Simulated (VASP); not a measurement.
# Ga2Ge2O3: single point with PBE

Crystal: Ga2Ge2O3.

```
Ga Ge O
1.0
     3.05326    0.00000    0.00000
    -1.52663    2.64420    0.00000
     0.00000    0.00000   13.14115
Ga Ge O
2 2 3
Direct
  0.33333 0.66667 0.10721
  0.66667 0.33333 0.89279
  0.66667 0.33333 0.42643
  0.33333 0.66667 0.57357
  0.66667 0.33333 0.16352
  0.33333 0.66667 0.83648
  0.00000 0.00000 0.00000
```

```yaml
Program: VASP 6.6.1
Task: single point
Functional: PBE
Potentials_or_basis: VASP PAW PBE potentials, release 64 (Ga_d, Ge_d, O)
Cutoff: 520 eV
k_mesh: 4 × 4 × 1
Occupations: gaussian, width 0.15 eV
Spin: no spin polarisation
```

The pressure is 0.6 GPa and the largest force is 0.040 eV/Å.

Forces on the atoms (eV/Å):
```
Ga   0.000  0.000 -0.014
Ga   0.000  0.000  0.014
Ge   0.000  0.000  0.040
Ge   0.000  0.000 -0.040
O    0.000  0.000  0.028
O    0.000  0.000 -0.028
O    0.000  0.000  0.000
```

Stress tensor (GPa, compression positive):
```
0.56 0.00 0.00
0.00 0.56 0.00
0.00 0.00 0.65
```

Levels at points of the mesh, in eV from the Fermi level:
| k point | band 34 | band 35 | band 36 | band 37 | band 38 | band 39 |
| --- | --- | --- | --- | --- | --- | --- |
| (0.00, 0.00, 0.00) | -3.19 | -2.35 | 0.01 | 1.88 | 3.55 | 4.61 |
| (0.50, 0.00, 0.00) | -3.13 | -3.10 | -1.97 | 1.53 | 2.23 | 2.51 |

Wall time 25 s on 1 thread of Intel(R) Xeon(R) Platinum 8488C (Sapphire Rapids), on a shared host, peak memory 0.23 GiB.

Caveat: the k points lie up to 0.59 Å⁻¹ apart.
